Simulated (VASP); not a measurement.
# Mo4C in VASP: a series of runs, part 2 of 2

VASP 6.6.1.

## Step 5: Single point, LDA

Input file INCAR:

```
SYSTEM = Mo4C
ALGO = Normal ; DIPOL = 0.5 0.5 0.332
EDIFF = 1E-6 ; ENCUT = 520
IDIPOL = 3 ; ISIF = 2
ISMEAR = 0 ; LASPH = .True.
LCHARG = .True. ; LDIPOL = .True.
LELF = .True. ; LREAL = .False.
LVACPOTAV = .True. ; LVHAR = .True.
LWAVE = .False. ; NBANDS = 38
NELM = 60 ; PREC = Accurate
SIGMA = 0.1
```

Input file KPOINTS:

```
k-points
0
Gamma
  9 9 1
  0 0 0
```

Input file POSCAR:

```
Mo4C
1.0
    3.1111816891      0.0000000000      0.0000000000
    0.0000000000      3.1111816891      0.0000000000
    0.0000000000      0.0000000000     21.5098172784
Mo C
4 1
Direct
    0.5000000000      0.5000000000      0.1859615983
    0.0000000000      0.0000000000      0.2582816382
    0.5000000000      0.5000000000      0.3325055024
    0.0000000000      0.0000000000      0.3956248056
    0.5000000000      0.5000000000      0.4872108927
```

The run is started by

```sh
> cat potpaw_LDA.64/Mo_sv/POTCAR potpaw_LDA.64/C/POTCAR > POTCAR
> mpirun -np 1 vasp_std > vasp.out
```

Wall time 81 s (1 thread of Intel Xeon 6975P-C (Granite Rapids), shared host); peak memory 0.28 GiB.

It converged, with:

- Free energy: -49.0429 eV
- Largest force: 3.775 eV/Å
- Band gap on the k mesh: zero (band 30 reaches 1.72 eV, above the bottom of band 31 at 0.04 eV)

Forces on the atoms (eV/Å):
```
Mo   0.000  0.000  1.785
Mo   0.000  0.000 -1.773
Mo   0.000  0.000 -0.428
Mo   0.000  0.000  3.775
C    0.000  0.000 -3.359
```

Levels at points of the mesh, in eV from the Fermi level:
```tsv
k point	band 26	band 27	band 28	band 29	band 30	band 31	band 32	band 33	band 34	band 35
(0.00, 0.00, 0.00)	-0.98	-0.82	-0.41	-0.41	-0.12	0.11	0.48	0.77	0.77	1.33
```

## Step 6: Single point, LDA

Input file INCAR:

```
PREC = Accurate ; ENCUT = 520
EDIFF = 1E-6 ; ISMEAR = 0
SIGMA = 0.1 ; LREAL = False
LASPH = True ; NELM = 80
ALGO = Normal ; ISIF = 2
LWAVE = False ; LCHARG = False
LDIPOL = True ; IDIPOL = 3
DIPOL = 0.5 0.5 0.340 ; NBANDS = 38
```

Input file KPOINTS:

```
regular mesh
0
Gamma
  9 9 1
```

Changes to POSCAR since step 5:

```diff
@@ -12,2 +12,2 @@
     0.0000000000      0.0000000000      0.3956248056
-    0.5000000000      0.5000000000      0.4872108927
+    0.5000000000      0.5000000000      0.5281224443
```

Potentials or basis: VASP PAW LDA potentials, release 64 (Mo_sv, C).

The run is started by

```sh
> cat potpaw_LDA.64/Mo_sv/POTCAR potpaw_LDA.64/C/POTCAR > POTCAR
> mpirun -np 1 vasp_std > vasp.out
```

OUTCAR:

```text
PREC = Accurate
   ENCUT = 520
   EDIFF = 1E-6
   ISMEAR = 0
   LREAL = False
   LASPH = True
   NELM = 80
   ISIF = 2

 ion  position               nearest neighbor table
   1  0.500  0.500  0.186-   2 2.69   2 2.69   2 2.69   2 2.69   3 3.15
   2  0.000  0.000  0.258-   1 2.69   1 2.69   1 2.69   1 2.69   3 2.72   3 2.72   3 2.72   3 2.72
                             4 2.95
   3  0.500  0.500  0.333-   4 2.59   4 2.59   4 2.59   4 2.59   2 2.72   2 2.72   2 2.72   2 2.72
                             1 3.15
   4  0.000  0.000  0.396-   3 2.59   3 2.59   3 2.59   3 2.59   2 2.95
   5  0.500  0.500  0.528-

  LATTYP: Found a simple tetragonal cell.
 ALAT       =     3.1111816891
 C/A-ratio  =     6.9137129965

  Lattice vectors:

 A1 = (   3.1111816891,   0.0000000000,   0.0000000000)
 A2 = (   0.0000000000,   3.1111816891,   0.0000000000)
 A3 = (   0.0000000000,   0.0000000000,  21.5098172784)

Analysis of symmetry for initial positions (statically):
=====================================================================
 Subroutine PRICEL returns:
 Original cell was already a primitive cell.

[... 176 lines left out ...]

 k-point     1 :       0.0000    0.0000    0.0000
  band No.  band energies     occupation
      1     -60.1207      2.00000
      2     -59.9309      2.00000
      3     -59.6581      2.00000
      4     -59.5868      2.00000
      5     -34.5680      2.00000
      6     -34.5395      2.00000
[... 604 lines left out ...]
     37       3.0402      0.00000
     38       3.1696      0.00000

------------------------ aborting loop because EDIFF is reached ----------------------------------------

 vacuum level on the upper side and lower side of the slab       (xc-potential included)         0.892        -1.238

  FORCE on cell =-STRESS in cart. coord.  units (eV):
  Direction    XX          YY          ZZ          XY          YZ          ZX
  --------------------------------------------------------------------------------------
  -------------------------------------------------------------------------------------
  Total       -8.6003192     -8.6003192     -6.5307801      0.0000000      0.0000000      0.0000000
  in kB      -66.1816640    -66.1816640    -50.2560297      0.0000000      0.0000000      0.0000000
  external PRESSURE =     -60.8731192 kB  Pullay stress =       0.0000000 kB

 VOLUME and BASIS-vectors are now :
 -----------------------------------------------------------------------------
  energy-cutoff  :      520.00
  volume of cell :      208.20
      direct lattice vectors                 reciprocal lattice vectors
     3.111181689  0.000000000  0.000000000     0.321421280  0.000000000  0.000000000
     0.000000000  3.111181689  0.000000000     0.000000000  0.321421280  0.000000000
     0.000000000  0.000000000 21.509817278     0.000000000  0.000000000  0.046490400

 POSITION                                       TOTAL-FORCE (eV/Angst)
 -----------------------------------------------------------------------------------
      1.55559      1.55559      4.00000        -0.000000      0.000000      1.712291
      0.00000      0.00000      5.55559         0.000000      0.000000     -1.770516
      1.55559      1.55559      7.15213        -0.000000     -0.000000     -0.257837
      0.00000      0.00000      8.50982        -0.000000      0.000000      1.844728
      1.55559      1.55559     11.35982        -0.000000      0.000000     -1.528667
 -----------------------------------------------------------------------------------
    total drift:                                0.000000     -0.000000      0.000267

  FREE ENERGIE OF THE ION-ELECTRON SYSTEM (eV)
  ---------------------------------------------------
  free  energy   TOTEN  =       -46.9865444283 eV

  energy  without entropy=      -46.9515942065  energy(sigma->0) =      -46.96906932

 vacuum level on the upper side and lower side of the slab         6.660         4.477
```

Wall time 1.7 min (1 thread of Intel Xeon 6975P-C (Granite Rapids), shared host); peak memory 0.28 GiB.

Results:

| Property | Result |
| --- | --- |
| Free energy | -46.9865 eV |
| Largest force | 1.845 eV/Å |
| Band gap on the k mesh | zero (band 30 reaches 1.38 eV, above the bottom of band 31 at 0.21 eV) |

Forces on the atoms (eV/Å):
```
Mo   0.000  0.000  1.712
Mo   0.000  0.000 -1.771
Mo   0.000  0.000 -0.258
Mo   0.000  0.000  1.845
C    0.000  0.000 -1.529
```
